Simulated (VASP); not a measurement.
# BN (R3m) in VASP: further runs

BN is run at these levels: PBE; tasks: single point.

Everything below comes from runs of VASP 6.6.1. Logs are shortened: lines on timing, memory, paths and dates and some standing lists are left out, and cuts for length are marked.

## (1) The cell of the first run

Symmetry: R3m, No. 160, trigonal system. The conventional cell has a = 2.564 Å, b = 2.564 Å, c = 6.280 Å, α = 90.00°, β = 90.00°, γ = 120.00°. B (site symmetry 3m) has 4 N at 1.54 to 1.67 Å within 2.1 Å. Within 2.1 Å of N (site symmetry 3m) lie 4 B at 1.54 to 1.67 Å.

## (2) Single point, PBE

INCAR reads:

```
SYSTEM = BN
PREC = Accurate ; ENCUT = 520
EDIFF = 1E-6 ; ISMEAR = 0
SIGMA = 0.05 ; LREAL = .FALSE.
LASPH = .TRUE. ; NELM = 100
ALGO = Normal ; ISIF = 2
LWAVE = .FALSE. ; LCHARG = .TRUE.
GGA = PE ; LELF = .TRUE.
LVHAR = .TRUE. ; NBANDS = 11
```

KPOINTS reads:

```
Automatic mesh
0
G
  12 12 12
  0 0 0
```

POSCAR reads:

```
BN
1.0
    0.0000000000      1.8130010000      1.8130010000
    1.8130010000      0.0000000000      1.8130010000
    1.8130010000      1.8130010000      0.0000000000
B N
1 1
Direct
    0.0000000000      0.0000000000      0.0000000000
    0.7977675083      0.7340774972      0.7340774972
```

Potentials or basis: VASP PAW PBE potentials, release 64 (B, N).

Launch:

```bash
$ cat potpaw_PBE.64/B/POTCAR potpaw_PBE.64/N/POTCAR > POTCAR
$ mpirun -np 1 vasp_std > vasp.out
```

OUTCAR:

```text
SYSTEM = BN
   PREC = Accurate
   ENCUT = 520
   EDIFF = 1E-6
   ISMEAR = 0
   LREAL = .FALSE.
   LASPH = .TRUE.
   NELM = 100
   ISIF = 2
   GGA = PE

 ion  position               nearest neighbor table
   1  0.000  0.000  0.000-   2 1.54   2 1.54   2 1.54   2 1.67
   2  0.798  0.734  0.734-   1 1.54   1 1.54   1 1.54   1 1.67

  LATTYP: Found a face centered cubic cell.
 ALAT       =     3.6260020000

  Lattice vectors:

 A1 = (   0.0000000000,   1.8130010000,   1.8130010000)
 A2 = (   1.8130010000,   0.0000000000,   1.8130010000)
 A3 = (   1.8130010000,   1.8130010000,   0.0000000000)

Analysis of symmetry for initial positions (statically):
=====================================================================
 Subroutine PRICEL returns:
 Original cell was already a primitive cell.

 Routine SETGRP: Setting up the symmetry group for a
 face centered cubic supercell.

 Subroutine GETGRP returns: Found  6 space group operations
 (whereof  6 operations were pure point group operations)
 out of a pool of 48 trial point group operations.

The static configuration has the point symmetry C_3v.

Analysis of symmetry for dynamics (positions and initial velocities):
=====================================================================
 Subroutine PRICEL returns:
 Original cell was already a primitive cell.

 Routine SETGRP: Setting up the symmetry group for a
 face centered cubic supercell.

 Subroutine GETGRP returns: Found  6 space group operations
 (whereof  6 operations were pure point group operations)
 out of a pool of 48 trial point group operations.

The dynamic configuration has the point symmetry C_3v.

 Subroutine INISYM returns: Found  6 space group operations
 (whereof  6 operations are pure point group operations),
 and found     1 'primitive' translations

----------------------------------------------------------------------------------------

                                     Primitive cell

  volume of cell :      11.9186

  direct lattice vectors                    reciprocal lattice vectors
     0.000000000  1.813001000  1.813001000    -0.275785838  0.275785838  0.275785838
     1.813001000  0.000000000  1.813001000     0.275785838 -0.275785838  0.275785838
     1.813001000  1.813001000  0.000000000     0.275785838  0.275785838 -0.275785838

  length of vectors
     2.563970603  2.563970603  2.563970603     0.477675083  0.477675083  0.477675083

  position of ions in fractional coordinates (direct lattice)
     0.000000000  0.000000000  0.000000000
     0.797767508  0.734077497  0.734077497

  ion indices of the primitive-cell ions
   primitive index   ion index
                 1           1
                 2           2

----------------------------------------------------------------------------------------

 KPOINTS: Automatic mesh

Automatic generation of k-mesh.
 Grid dimensions read from file:
 generate k-points for:   12   12   12

 Generating k-lattice:

  Cartesian coordinates                     Fractional coordinates (reciprocal lattice)
    -0.022982153  0.022982153  0.022982153     0.083333333  0.000000000  0.000000000
     0.022982153 -0.022982153  0.022982153     0.000000000  0.083333333  0.000000000
     0.022982153  0.022982153 -0.022982153     0.000000000  0.000000000  0.083333333

  Length of vectors
     0.039806257  0.039806257  0.039806257

  Shift w.r.t. Gamma in fractional coordinates (k-lattice)
     0.000000000  0.000000000  0.000000000

 Subroutine IBZKPT returns following result:
 ===========================================

 Found    189 irreducible k-points:

 Following reciprocal coordinates:
            Coordinates               Weight
  0.000000  0.000000  0.000000      1.000000
  0.083333  0.000000  0.000000      2.000000
  0.000000  0.083333  0.000000      6.000000
  0.166667  0.000000  0.000000      2.000000
  0.000000  0.166667  0.000000      6.000000
  0.250000  0.000000  0.000000      2.000000
[... 16 lines left out ...]
  0.083333  0.000000  0.333333      6.000000
  0.416667  0.083333  0.000000      6.000000
 [... further k-points ...]
   k-points           NKPTS =    189   k-points in BZ     NKDIM =    189   number of bands    NBANDS=     11
   number of dos      NEDOS =    301   number of ions     NIONS =      2
   total plane-waves  NPLWV =   8000
   dimension x,y,z NGX =    20 NGY =   20 NGZ =   20
   dimension x,y,z NGXF=    40 NGYF=   40 NGZF=   40
   ions per type =               1   1
   NGX,Y,Z   is equivalent  to a cutoff of  12.97, 12.97, 12.97 a.u.
   NGXF,Y,Z  is equivalent  to a cutoff of  25.94, 25.94, 25.94 a.u.
 SYSTEM =  BN
   PREC   = accura    normal or accurate (medium, high low for compatibility)
   ISTART =      0    job   : 0-new  1-cont  2-samecut
   ICHARG =      2    charge: 1-file 2-atom 10-const
   ISPIN  =      1    spin polarized calculation?
   LNONCOLLINEAR =      F non collinear calculations
   LSORBIT =      F    spin-orbit coupling
   LASPH  =      T    aspherical Exc in radial PAW
   ENCUT  =  520.0 eV  38.22 Ry    6.18 a.u.   4.77  4.77  4.77*2*pi/ulx,y,z
   NELM   =    100;   NELMIN=  2; NELMDL= -5     # of ELM steps
   EDIFF  = 0.1E-05   stopping-criterion for ELM
   LREAL  =      F    real-space projection
   EDIFFG = 0.1E-04   stopping-criterion for IOM
   NSW    =      0    number of steps for IOM
   IBRION =     -1    ionic relax: 0-MD 1-quasi-New 2-CG
   NFREE  =      0    steps in history (QN), initial steepest desc. (CG)
   ISIF   =      2    stress and relaxation
   ISYM   =      2    0-nonsym 1-usesym 2-fastsym
   POTIM  = 0.5000    time-step for ionic-motion
   TEBEG  =    0.0;   TEEND  =   0.0 temperature during run
   PSTRESS=    0.0 pullay stress
   NELECT =       8.0000    total number of electrons
   NUPDOWN=      -1.0000    fix difference up-down
   EMIN   =  10.00;   EMAX   =-10.00  energy-range for DOS
   EFERMI =   0.00;   METHOD = LEGACY
   ISMEAR =     0;   SIGMA  =   0.05  broadening in eV -4-tet -1-fermi 0-gaus
   EFERMI_NEDOS =   21; number of points for ismear=-14 and -15
   IALGO  =     38    algorithm
   IMIX   =      4    mixing-type and parameters
     AMIX     =   0.40;   BMIX     =  1.00
     AMIX_MAG =   1.60;   BMIX_MAG =  1.00
  volume/ion in A,a.u.               =       5.96        40.22
  Fermi-wavevector in a.u.,A,eV,Ry     =   1.433387  2.708709 27.954506  2.054598
  Thomas-Fermi vector in A             =   2.552911
   LORBIT       =      0    0 simple, 1 ext, 2 COOP (PROOUT), +10 PAW based schemes
   GGA     = PE    functional components
   LHFCALC =     F    Hartree Fock is set to
   AEXX    =    0.0000 exact exchange contribution
   IVDW    =     0    specifies the selected vdW correction
   LEPSILON=     F    determine dielectric tensor
   LRPA    =     F    only Hartree local field effects (RPA)
 non-spin polarized calculation
 Gauss-broadening in eV      SIGMA  =   0.05
  energy-cutoff  :      520.00
  volume of cell :       11.92
 maximum number of plane-waves:       332
   NGX =  9   NGY =  9   NGZ =  9

 number of electron       8.0000000 magnetization

 Free energy of the ion-electron system (eV)
  ---------------------------------------------------
  ext. energy  EPLUGINS =         0.00000000
  ---------------------------------------------------
  free energy    TOTEN  =       -17.35045951 eV

  energy without entropy =      -17.35045951  energy(sigma->0) =      -17.35045951

 E-fermi :   8.5298     XC(G=0): -12.7774

 val. band max:        8.1704731651   @ k =   0.0000   0.0000   0.0000
 cond. band min:      11.6666549228   @ k =   0.5000   0.5000   0.0000
 fundamental gap:      3.4961817577
 Fermi energy:         8.5298308986

 k-point     1 :       0.0000    0.0000    0.0000
  band No.  band energies     occupation
      1     -12.8422      2.00000
      2       6.7809      2.00000
      3       6.7809      2.00000
      4       8.1705      2.00000
      5      15.4770      0.00000
      6      16.4782      0.00000
      7      16.4782      0.00000
      8      17.4985      0.00000
      9      31.7496      0.00000
     10      34.6167      0.00000
     11      34.9334      0.00000

 k-point     2 :       0.0833    0.0000    0.0000
  band No.  band energies     occupation
      1     -12.6729      2.00000
      2       6.6380      2.00000
      3       6.6380      2.00000
      4       7.1147      2.00000
      5      15.9521      0.00000
      6      16.6789      0.00000
      7      16.6789      0.00000
      8      17.9003      0.00000
      9      31.5715      0.00000
     10      33.0420      0.00000
     11      33.0420      0.00000

 k-point     3 :       0.0000    0.0833    0.0000
  band No.  band energies     occupation
      1     -12.6752      2.00000
      2       5.9829      2.00000
      3       6.5932      2.00000
      4       7.9434      2.00000
      5      15.5985      0.00000
      6      16.6310      0.00000
      7      16.8204      0.00000
      8      18.1634      0.00000
      9      31.4740      0.00000
     10      32.6386      0.00000
     11      32.7716      0.00000

 k-point     4 :       0.1667    0.0000    0.0000
  band No.  band energies     occupation
      1     -12.1717      2.00000
      2       4.8253      2.00000
      3       6.2819      2.00000
      4       6.2819      2.00000
      5      16.5266      0.00000
      6      17.1324      0.00000
      7      17.1324      0.00000
      8      19.0453      0.00000
      9      31.1174      0.00000
     10      31.6596      0.00000
     11      31.6596      0.00000

 k-point     5 :       0.0000    0.1667    0.0000
  band No.  band energies     occupation
      1     -12.1808      2.00000
      2       4.0339      2.00000
      3       6.1354      2.00000
      4       7.4640      2.00000
      5      15.8738      0.00000
      6      17.0302      0.00000
      7      17.6605      0.00000
      8      19.5425      0.00000
      9      30.7081      0.00000
     10      30.9756      0.00000
     11      31.5453      0.00000
[... 211 lines left out ...]
 k-point    21 :       0.3333    0.0833    0.0000
  band No.  band energies     occupation
      1     -10.5473      2.00000
      2       0.6620      2.00000
      3       5.0186      2.00000
      4       5.4027      2.00000
      5      16.6023      0.00000
      6      18.0391      0.00000
      7      18.4610      0.00000
      8      20.6968      0.00000
      9      28.8853      0.00000
     10      32.3727      0.00000
     11      34.0569      0.00000

 k-point    22 :       0.0000    0.3333    0.0833
  band No.  band energies     occupation
      1     -10.5716      2.00000
      2       0.1886      2.00000
      3       4.9923      2.00000
      4       6.1131      2.00000
      5      16.1714      0.00000
      6      18.3541      0.00000
      7      19.0340      0.00000
      8      21.2109      0.00000
      9      28.1138      0.00000
     10      31.9878      0.00000
     11      33.3641      0.00000

 k-point    23 :       0.0833    0.0000    0.3333
  band No.  band energies     occupation
      1     -10.5761      2.00000
      2       0.1500      2.00000
      3       4.7477      2.00000
      4       6.4888      2.00000
      5      16.1838      0.00000
      6      17.4376      0.00000
      7      19.7827      0.00000
      8      21.6499      0.00000
      9      28.1230      0.00000
     10      32.1662      0.00000
     11      32.2282      0.00000

 k-point    24 :       0.4167    0.0833    0.0000
  band No.  band energies     occupation
      1      -9.4400      2.00000
      2      -1.4836      2.00000
      3       4.8515      2.00000
      4       4.9660      2.00000
      5      16.8471      0.00000
      6      18.0437      0.00000
      7      18.3782      0.00000
      8      21.4758      0.00000
      9      29.9771      0.00000
     10      32.6669      0.00000
     11      34.7562      0.00000

 [... further k-points ...]
[... 5 lines left out ...]
  --------------------------------------------------------------------------------------
  -------------------------------------------------------------------------------------
  Total        0.1664846      0.1664846      0.1664846     -0.0658716      0.0658716     -0.0658716
  in kB       22.3800183     22.3800183     22.3800183     -8.8549174      8.8549174     -8.8549174
  external PRESSURE =      22.3800183 kB  Pullay stress =       0.0000000 kB

 VOLUME and BASIS-vectors are now :
 -----------------------------------------------------------------------------
  energy-cutoff  :      520.00
  volume of cell :       11.92
      direct lattice vectors                 reciprocal lattice vectors
     0.000000000  1.813001000  1.813001000    -0.275785838  0.275785838  0.275785838
     1.813001000  0.000000000  1.813001000     0.275785838 -0.275785838  0.275785838
     1.813001000  1.813001000  0.000000000     0.275785838  0.275785838 -0.275785838

 POSITION                                       TOTAL-FORCE (eV/Angst)
 -----------------------------------------------------------------------------------
      0.00000      0.00000      0.00000        -1.058804      1.058804      1.058804
      2.66177      2.77724      2.77724         1.058804     -1.058804     -1.058804
 -----------------------------------------------------------------------------------
    total drift:                               -0.000025      0.000026      0.000026

  FREE ENERGIE OF THE ION-ELECTRON SYSTEM (eV)
  ---------------------------------------------------
  free  energy   TOTEN  =       -17.3504595058 eV

  energy  without entropy=      -17.3504595058  energy(sigma->0) =      -17.35045951
```

It took 13 s on 1 thread of Intel Xeon Platinum 8488C (Sapphire Rapids), shared host; peak memory 0.13 GiB.

Results:

- Free energy: -17.3505 eV
- Pressure: 2.2 GPa
- Largest force: 1.834 eV/Å
- Band gap on the k mesh: 3.50 eV, indirect (least direct gap 7.31 eV)

Forces in eV/Å, atoms in the order of the input:
```
B   -1.059  1.059  1.059
N    1.059 -1.059 -1.059
```

Caveat: the cell differs from its parent crystal (all N atoms moved -0.100 Å, as atom 2 towards its neighbour atom 1 (B) at 1.570 Å); forces of over 1 eV/Å act on the atoms, so gaps and moduli don't describe the material at rest.

## (3) Single point, PBE

INCAR reads:

```
SYSTEM = BN
PREC = Accurate ; ENCUT = 520
EDIFF = 1E-6 ; ISMEAR = 0
SIGMA = 0.05 ; LREAL = .False.
LASPH = .True. ; NELM = 100
ALGO = Normal ; ISIF = 2
LWAVE = .False. ; LCHARG = .False.
GGA = PE ; NBANDS = 11
```

KPOINTS reads:

```
Automatic mesh
0
Gamma
  12 12 12
  0 0 0
```

POSCAR, as its differences from that of step 2:

```diff
@@ -9,2 +9,2 @@
     0.0000000000      0.0000000000      0.0000000000
-    0.7977675083      0.7340774972      0.7340774972
+    0.7141743687      0.7619418771      0.7619418771
```

Potentials or basis: VASP PAW PBE potentials, release 64 (B, N).

Launch:

```bash
$ cat potpaw_PBE.64/B/POTCAR potpaw_PBE.64/N/POTCAR > POTCAR
$ mpirun -np 1 vasp_std > vasp.out
```

Run time: 12 s. Hardware: 1 thread of Intel Xeon Platinum 8488C (Sapphire Rapids), shared host; peak memory 0.13 GiB.

It converged, with:

- Free energy: -17.3766 eV
- Pressure: 1.6 GPa
- Largest force: 2.087 eV/Å
- Band gap on the k mesh: 4.02 eV, indirect (least direct gap 8.08 eV)

Forces on the atoms (eV/Å):
```
B    1.205 -1.205 -1.205
N   -1.205  1.205  1.205
```

Stress tensor (GPa, compression positive):
```
 1.63 -2.08 -2.08
-2.08  1.63  2.08
-2.08  2.08  1.63
```

Levels at points of the mesh, in eV from the valence-band top:
```
           k point  band 1  band 2  band 3  band 4  band 5  band 6  band 7  band 8  band 9
(0.00, 0.00, 0.00)  -20.51   -1.21    0.00    0.00    8.08    8.08    9.05    9.92   24.15
(0.50, 0.00, 0.00)  -16.38  -11.19   -2.17   -2.17    9.68   10.53   10.53   15.16   22.16
(0.00, 0.50, 0.00)  -16.34  -10.92   -2.88   -1.80    9.22    9.42   11.42   14.61   23.06
(0.50, 0.50, 0.00)  -15.00   -9.26   -5.38   -5.06    4.02    8.71   17.06   17.97   20.14
```

Caveat: the cell differs from its parent crystal (all N atoms moved +0.075 Å, as atom 2 towards its neighbour atom 1 (B) at 1.570 Å); forces of over 1 eV/Å act on the atoms, so gaps and moduli don't describe the material at rest. A k mesh can miss the band edges.
